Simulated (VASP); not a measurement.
# Fe: single point with LDA

Fe:

```
Fe
1.0
     2.15238    0.00000    0.00000
     0.00000    2.15238    0.00000
     0.00000    0.00000    2.15238
Fe
1
Direct
  0.00000 0.00000 0.00000
```

This cell differs from its parent crystal: volume scaled by 0.92.

```json
{"Program": "VASP 6.6.1", "Task": "single point", "Functional": "LDA", "Potentials or basis": "VASP PAW LDA potentials, release 64 (Fe)", "Cutoff": "520 eV", "k mesh": "16 × 16 × 16", "Occupations": "fermi-dirac, width 0.1 eV", "Spin": "no spin polarisation"}
```

- Pressure: 24.0 GPa
- Band gap on the k mesh: zero (band 4 reaches 10.13 eV, above the bottom of band 5 at 6.56 eV)

Levels at points of the mesh, in eV from the Fermi level:
```tsv
k point	band 1	band 2	band 3	band 4	band 5	band 6	band 7	band 8	band 9
(0.00, 0.00, 0.00)	-9.17	-4.72	-4.72	1.22	1.22	1.22	22.76	22.76	22.76
(0.50, 0.00, 0.00)	-4.46	-3.91	-1.44	-0.81	-0.81	1.40	7.03	25.55	30.30
(0.50, 0.50, 0.00)	-6.11	-3.08	-0.38	-0.38	2.60	6.57	6.57	13.73	17.22
(0.50, 0.50, 0.50)	-4.40	-4.40	-4.40	2.71	2.71	13.28	15.62	15.62	15.62
```

Run time: 12 s on 1 thread of Intel Xeon 6975P-C, on a shared host, peak memory 0.12 GiB.

Caveat: the run has no spin polarisation, though such a crystal can be magnetic. Spin polarisation is off, so any magnetic state and its effect on volume and gap are missing.
